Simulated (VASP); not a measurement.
# Zn3N2 (Ia-3) in VASP: settings compared, part 2 of 2

VASP 6.6.1.

### 4 Band structure, TB-mBJ

Input file POSCAR:

```
Zn3N2                                   
1.0
   -4.8508772305      4.8508772305      4.8508772305
    4.8508772305     -4.8508772305      4.8508772305
    4.8508772305      4.8508772305     -4.8508772305
  Zn              N             
    24    16
Direct
     0.2772970523271316    0.0261875206960662    0.0487701530107675
     0.7488904683689347    0.2227029476728684    0.2714731006836359
     0.0225826323147014    0.4738124793039338    0.7511095316310653
     0.4774173676852986    0.2285268993163641    0.4512298469892325
     0.4512298469892325    0.4774173676852986    0.2285268993163641
     0.0261875206960662    0.0487701530107675    0.2772970523271316
     0.2714731006836359    0.7488904683689347    0.2227029476728684
     0.4738124793039338    0.7511095316310653    0.0225826323147014
     0.7511095316310653    0.0225826323147014    0.4738124793039338
     0.2227029476728684    0.2714731006836359    0.7488904683689347
     0.0487701530107675    0.2772970523271316    0.0261875206960662
     0.2285268993163641    0.4512298469892325    0.4774173676852986
     0.5261875206960661    0.2488904683689346    0.9774173676852987
     0.7285268993163641    0.2511095316310654    0.7772970523271316
     0.9738124793039339    0.9512298469892324    0.7227029476728684
     0.5487701530107676    0.5225826323147013    0.7714731006836359
     0.5225826323147013    0.7714731006836359    0.5487701530107676
     0.9774173676852987    0.5261875206960661    0.2488904683689346
     0.2511095316310654    0.7772970523271316    0.7285268993163641
     0.7227029476728684    0.9738124793039339    0.9512298469892324
     0.2488904683689346    0.9774173676852987    0.5261875206960661
     0.7772970523271316    0.7285268993163641    0.2511095316310654
     0.9512298469892324    0.7227029476728684    0.9738124793039339
     0.7714731006836359    0.5487701530107676    0.5225826323147013
     0.7300729498533484    0.4800729498533484    0.2500000000000000
     0.7500000000000000    0.7699270501466516    0.0199270501466516
     0.0199270501466516    0.7500000000000000    0.7699270501466516
     0.2500000000000000    0.7300729498533484    0.4800729498533484
     0.4800729498533484    0.2500000000000000    0.7300729498533484
     0.7699270501466516    0.0199270501466516    0.7500000000000000
     0.2699270501466516    0.5199270501466516    0.7500000000000000
     0.2500000000000000    0.2300729498533484    0.9800729498533484
     0.9800729498533484    0.2500000000000000    0.2300729498533484
     0.7500000000000000    0.2699270501466516    0.5199270501466516
     0.5199270501466516    0.7500000000000000    0.2699270501466516
     0.2300729498533484    0.9800729498533484    0.2500000000000000
     0.5000000000000000    1.0000000000000000    1.0000000000000000
     1.0000000000000000    1.0000000000000000    0.5000000000000000
     1.0000000000000000    0.5000000000000000    1.0000000000000000
     0.5000000000000000    0.5000000000000000    0.5000000000000000
```

Input file INCAR.step1:

```
SYSTEM = Zn3N2
ALGO = Normal ; EDIFF = 1E-5
ENCUT = 520 ; GGA = PE
ISIF = 2 ; ISMEAR = 0
KPAR = 8 ; LASPH = .TRUE.
LCHARG = .FALSE. ; LREAL = .FALSE.
LWAVE = .TRUE. ; NBANDS = 210
NELM = 80 ; PREC = Accurate
SIGMA = 0.03
```

Input file INCAR.step2:

```
SYSTEM = Zn3N2
ALGO = Normal ; EDIFF = 1E-7
ENCUT = 520 ; ISIF = 2
ISMEAR = 0 ; ISTART = 1
KPAR = 8 ; LASPH = .TRUE.
LCHARG = .FALSE. ; LREAL = .FALSE.
LWAVE = .FALSE. ; METAGGA = MBJ
NBANDS = 210 ; NELM = 80
PREC = Accurate ; SIGMA = 0.03
```

Input file KPOINTS:

```
k-points
0
G
  4 4 4
  0 0 0
```

Input file KPOINTS_OPT:

```
explicit points
121
Reciprocal
 0.0000000000  0.0000000000  0.0000000000 1
 0.0263157895 -0.0263157895  0.0263157895 1
 0.0526315789 -0.0526315789  0.0526315789 1
 0.0789473684 -0.0789473684  0.0789473684 1
 0.1052631579 -0.1052631579  0.1052631579 1
 0.1315789474 -0.1315789474  0.1315789474 1
 0.1578947368 -0.1578947368  0.1578947368 1
 0.1842105263 -0.1842105263  0.1842105263 1
 0.2105263158 -0.2105263158  0.2105263158 1
 0.2368421053 -0.2368421053  0.2368421053 1
 0.2631578947 -0.2631578947  0.2631578947 1
 0.2894736842 -0.2894736842  0.2894736842 1
 0.3157894737 -0.3157894737  0.3157894737 1
 0.3421052632 -0.3421052632  0.3421052632 1
 0.3684210526 -0.3684210526  0.3684210526 1
 0.3947368421 -0.3947368421  0.3947368421 1
 0.4210526316 -0.4210526316  0.4210526316 1
 0.4473684211 -0.4473684211  0.4473684211 1
 0.4736842105 -0.4736842105  0.4736842105 1
 0.5000000000 -0.5000000000  0.5000000000 1
 0.5000000000 -0.5000000000  0.5000000000 1
 0.4736842105 -0.4736842105  0.5000000000 1
 0.4473684211 -0.4473684211  0.5000000000 1
 0.4210526316 -0.4210526316  0.5000000000 1
 0.3947368421 -0.3947368421  0.5000000000 1
 0.3684210526 -0.3684210526  0.5000000000 1
 0.3421052632 -0.3421052632  0.5000000000 1
 0.3157894737 -0.3157894737  0.5000000000 1
 0.2894736842 -0.2894736842  0.5000000000 1
 0.2631578947 -0.2631578947  0.5000000000 1
 0.2368421053 -0.2368421053  0.5000000000 1
 0.2105263158 -0.2105263158  0.5000000000 1
 0.1842105263 -0.1842105263  0.5000000000 1
 0.1578947368 -0.1578947368  0.5000000000 1
 0.1315789474 -0.1315789474  0.5000000000 1
 0.1052631579 -0.1052631579  0.5000000000 1
 0.0789473684 -0.0789473684  0.5000000000 1
 0.0526315789 -0.0526315789  0.5000000000 1
 0.0263157895 -0.0263157895  0.5000000000 1
 0.0000000000  0.0000000000  0.5000000000 1
 0.0000000000  0.0000000000  0.5000000000 1
 0.0000000000  0.0000000000  0.4736842105 1
 0.0000000000  0.0000000000  0.4473684211 1
 0.0000000000  0.0000000000  0.4210526316 1
 0.0000000000  0.0000000000  0.3947368421 1
 0.0000000000  0.0000000000  0.3684210526 1
 0.0000000000  0.0000000000  0.3421052632 1
 0.0000000000  0.0000000000  0.3157894737 1
 0.0000000000  0.0000000000  0.2894736842 1
 0.0000000000  0.0000000000  0.2631578947 1
 0.0000000000  0.0000000000  0.2368421053 1
 0.0000000000  0.0000000000  0.2105263158 1
 0.0000000000  0.0000000000  0.1842105263 1
 0.0000000000  0.0000000000  0.1578947368 1
 0.0000000000  0.0000000000  0.1315789474 1
 0.0000000000  0.0000000000  0.1052631579 1
 0.0000000000  0.0000000000  0.0789473684 1
 0.0000000000  0.0000000000  0.0526315789 1
 0.0000000000  0.0000000000  0.0263157895 1
 0.0000000000  0.0000000000  0.0000000000 1
 0.0000000000  0.0000000000  0.0000000000 1
 0.0131578947  0.0131578947  0.0131578947 1
 0.0263157895  0.0263157895  0.0263157895 1
 0.0394736842  0.0394736842  0.0394736842 1
 0.0526315789  0.0526315789  0.0526315789 1
 0.0657894737  0.0657894737  0.0657894737 1
 0.0789473684  0.0789473684  0.0789473684 1
 0.0921052632  0.0921052632  0.0921052632 1
 0.1052631579  0.1052631579  0.1052631579 1
 0.1184210526  0.1184210526  0.1184210526 1
 0.1315789474  0.1315789474  0.1315789474 1
 0.1447368421  0.1447368421  0.1447368421 1
 0.1578947368  0.1578947368  0.1578947368 1
 0.1710526316  0.1710526316  0.1710526316 1
 0.1842105263  0.1842105263  0.1842105263 1
 0.1973684211  0.1973684211  0.1973684211 1
 0.2105263158  0.2105263158  0.2105263158 1
 0.2236842105  0.2236842105  0.2236842105 1
 0.2368421053  0.2368421053  0.2368421053 1
 0.2500000000  0.2500000000  0.2500000000 1
 0.2500000000  0.2500000000  0.2500000000 1
 0.2631578947  0.2105263158  0.2631578947 1
 0.2763157895  0.1710526316  0.2763157895 1
 0.2894736842  0.1315789474  0.2894736842 1
 0.3026315789  0.0921052632  0.3026315789 1
 0.3157894737  0.0526315789  0.3157894737 1
 0.3289473684  0.0131578947  0.3289473684 1
 0.3421052632 -0.0263157895  0.3421052632 1
 0.3552631579 -0.0657894737  0.3552631579 1
 0.3684210526 -0.1052631579  0.3684210526 1
 0.3815789474 -0.1447368421  0.3815789474 1
 0.3947368421 -0.1842105263  0.3947368421 1
 0.4078947368 -0.2236842105  0.4078947368 1
 0.4210526316 -0.2631578947  0.4210526316 1
 0.4342105263 -0.3026315789  0.4342105263 1
 0.4473684211 -0.3421052632  0.4473684211 1
 0.4605263158 -0.3815789474  0.4605263158 1
 0.4736842105 -0.4210526316  0.4736842105 1
 0.4868421053 -0.4605263158  0.4868421053 1
 0.5000000000 -0.5000000000  0.5000000000 1
 0.2500000000  0.2500000000  0.2500000000 1
 0.2368421053  0.2368421053  0.2631578947 1
 0.2236842105  0.2236842105  0.2763157895 1
 0.2105263158  0.2105263158  0.2894736842 1
 0.1973684211  0.1973684211  0.3026315789 1
 0.1842105263  0.1842105263  0.3157894737 1
 0.1710526316  0.1710526316  0.3289473684 1
 0.1578947368  0.1578947368  0.3421052632 1
 0.1447368421  0.1447368421  0.3552631579 1
 0.1315789474  0.1315789474  0.3684210526 1
 0.1184210526  0.1184210526  0.3815789474 1
 0.1052631579  0.1052631579  0.3947368421 1
 0.0921052632  0.0921052632  0.4078947368 1
 0.0789473684  0.0789473684  0.4210526316 1
 0.0657894737  0.0657894737  0.4342105263 1
 0.0526315789  0.0526315789  0.4473684211 1
 0.0394736842  0.0394736842  0.4605263158 1
 0.0263157895  0.0263157895  0.4736842105 1
 0.0131578947  0.0131578947  0.4868421053 1
 0.0000000000  0.0000000000  0.5000000000 1
 0.0000000000  0.0000000000  0.0000000000 1
```

Potentials or basis: VASP PAW PBE potentials, release 64 (Zn, N).

On the command line:

```console
> cat potpaw_PBE.64/Zn/POTCAR potpaw_PBE.64/N/POTCAR > POTCAR
> cp INCAR.step1 INCAR
> mpirun -np 8 vasp_std > vasp.out
> cp INCAR.step2 INCAR
> mpirun -np 8 vasp_std > vasp.out
```

Run time: 39 min. Hardware: 8 MPI ranks of Intel Xeon 6975P-C (Granite Rapids), shared host; peak memory 1.1 GiB.

It converged, with:

```
Band gap on the k mesh  : 0.83 eV
Band gap along the path : 0.83 eV
```

Levels at the corners of the path, in eV from the valence-band top:
```
point  band 181  band 182  band 183  band 184  band 185  band 186  band 187  band 188
    Γ     -0.69      0.00      0.00      0.00      0.83      3.19      3.19      3.82
    H     -0.69     -0.69     -0.60     -0.60      3.53      3.53      3.53      3.77
    H     -0.69     -0.69     -0.60     -0.60      3.53      3.53      3.53      3.77
    N     -0.66     -0.66     -0.17     -0.17      2.90      2.90      4.23      4.23
    N     -0.66     -0.66     -0.17     -0.17      2.90      2.90      4.23      4.23
    Γ     -0.69      0.00      0.00      0.00      0.83      3.19      3.19      3.82
    Γ     -0.69      0.00      0.00      0.00      0.83      3.19      3.19      3.82
    P     -0.34     -0.34     -0.34     -0.34      3.18      3.18      3.18      3.18
    P     -0.34     -0.34     -0.34     -0.34      3.18      3.18      3.18      3.18
    H     -0.69     -0.69     -0.60     -0.60      3.53      3.53      3.53      3.77
    P     -0.34     -0.34     -0.34     -0.34      3.18      3.18      3.18      3.18
    N     -0.66     -0.66     -0.17     -0.17      2.90      2.90      4.23      4.23
```

### 5 The runs side by side

```tsv
level	potentials or basis	pressure (GPa)	largest force (eV/Å)
PBE	VASP PAW PBE potentials, release 64 (Zn, N)	6.9	0.03
LDA	VASP PAW LDA potentials, release 64 (Zn, N)	-5.1	0.07
TB-mBJ	VASP PAW PBE potentials, release 64 (Zn, N)	-	-
```

Alike in all rows: task band structure; no spin polarisation; cell as given; k mesh 4 × 4 × 4; cutoff (eV) 520; smearing gaussian 0.03 eV.

Caveats: the cell stands under pressure (at least some runs); the cell stands under tension (at least some runs).

Absolute energies hang on the potentials; compare differences alone.
